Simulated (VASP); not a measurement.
Crystal: NaCuH3.

```
Na Cu H
1.0
     3.57091   -0.09685   -0.01549
    -0.09685    3.56707    0.04001
    -0.03097    0.08002    6.97910
Na Cu H
2 2 6
Cartesian
  -0.0392 0.0275 0.0519
  0.0287 0.0406 3.3569
  1.7074 1.7122 1.8022
  1.6816 1.7506 5.1673
  -0.0128 2.0418 1.8273
  -0.2502 1.8044 5.4458
  1.9511 -0.1683 1.7627
  1.6817 0.1177 5.1546
  1.7888 1.5811 -0.0326
  1.7613 1.8232 3.4538
```

| Property | Result |
| --- | --- |
| Program | VASP 6.6.1 |
| Task | relaxation of cell and atoms |
| Functional | PBE |
| Potentials or basis | VASP PAW PBE potentials, release 64 (Na_pv, Cu, H) |
| Cutoff | 600 eV |
| k mesh | 6 × 6 × 4 |
| Occupations | gaussian, width 0.2 eV |
| Spin | no spin polarisation |

At the start: pressure -0.5 GPa; volume 8.88 Å³/atom.

Problem. Where does the relaxation end?

Solution. Over 12 steps the energy falls by 53.8 meV/atom and the volume is 8.62 Å³/atom (-2.9 %); space group P1 (No. 1, to 0.1 Å) before, Pm-3m (No. 221, to 0.1 Å).

Step by step:
```csv
step,energy change (eV),largest force (eV/Å),pressure (GPa),volume (Å³)
1,0.0000,0.8215,-0.51,88.82
2,-0.2052,0.6561,-0.96,88.45
3,-0.4137,0.5491,-0.72,87.51
4,-0.4726,0.3357,-0.19,86.65
5,-0.5066,0.1749,0.83,85.30
6,-0.5203,0.1220,0.12,86.19
7,-0.5228,0.1349,-0.34,86.79
8,-0.5311,0.0770,-0.30,86.73
9,-0.5348,0.0715,-0.25,86.66
10,-0.5368,0.0308,0.09,86.18
11,-0.5368,0.0347,0.17,86.08
12,-0.5376,0.0211,0.05,86.24
```

Final structure:
```
CELL_PARAMETERS angstrom
3.47958 -0.00120 0.00003
-0.00044 3.47718 0.00030
-0.00021 0.00052 7.12800
ATOMIC_POSITIONS crystal
Na 0.00040 0.99910 0.00010
Na 0.99944 0.00042 0.50024
Cu 0.50209 0.50058 0.25015
Cu 0.49779 0.49925 0.74999
H 0.00245 0.50086 0.24992
H 0.99717 0.49807 0.74962
H 0.50452 0.00042 0.24995
H 0.49585 0.99959 0.75052
H 0.49992 0.50170 0.99981
H 0.50037 0.50000 0.49969
```
